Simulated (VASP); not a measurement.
Input of a VASP 6.6.1 run:

The input INCAR:

```
SYSTEM = WS2
PREC = Accurate ; ENCUT = 520
EDIFF = 1E-6 ; ISMEAR = 0
SIGMA = 0.02 ; LREAL = .False.
LASPH = .True. ; NELM = 60
ALGO = Normal ; ISIF = 2
LWAVE = .False. ; LCHARG = .True.
GGA = PS ; LELF = .True.
LVHAR = .True. ; NBANDS = 35
```

The input KPOINTS:

```
regular mesh
0
Gamma
  12 12 2
  0 0 0
```

The input POSCAR:

```
WS2
1.0
    2.9573186689      0.0000000000      0.0000000000
   -1.4786593345      2.5611130944      0.0000000000
    0.0000000000      0.0000000000     13.0298300707
W S
2 4
Direct
    0.3333333333      0.6666666667      0.2500000000
    0.6666666667      0.3333333333      0.7500000000
    0.3333333333      0.6666666667      0.6240240128
    0.6666666667      0.3333333333      0.1240240128
    0.3333333333      0.6666666667      0.8759759872
    0.6666666667      0.3333333333      0.3759759872
```

Potentials or basis: VASP PAW PBE potentials, release 64 (W_sv, S).

Launch:

```bash
$ cat potpaw_PBE.64/W_sv/POTCAR potpaw_PBE.64/S/POTCAR > POTCAR
$ mpirun -np 1 vasp_std > vasp.out
```

(1) Estimate the largest force.

(2) Estimate the pressure.

(3) Predict the band gap on the k mesh.

Answers

(1) 0.023 eV/Å.

(2) 15.0 GPa.

(3) 1.10 eV, indirect (least direct gap 1.94 eV).

Caveat: the cell differs from its parent crystal (biaxial strain in the a-b plane: -6.0 %, then relaxed in part); the PAW data sets were made with another functional, which shifts forces and pressure a little; spin-orbit coupling is left out, which moves the levels of the heavy elements; this functional lacks dispersion, which binds the layers, so the pressure and a relaxed spacing across them are unreliable.
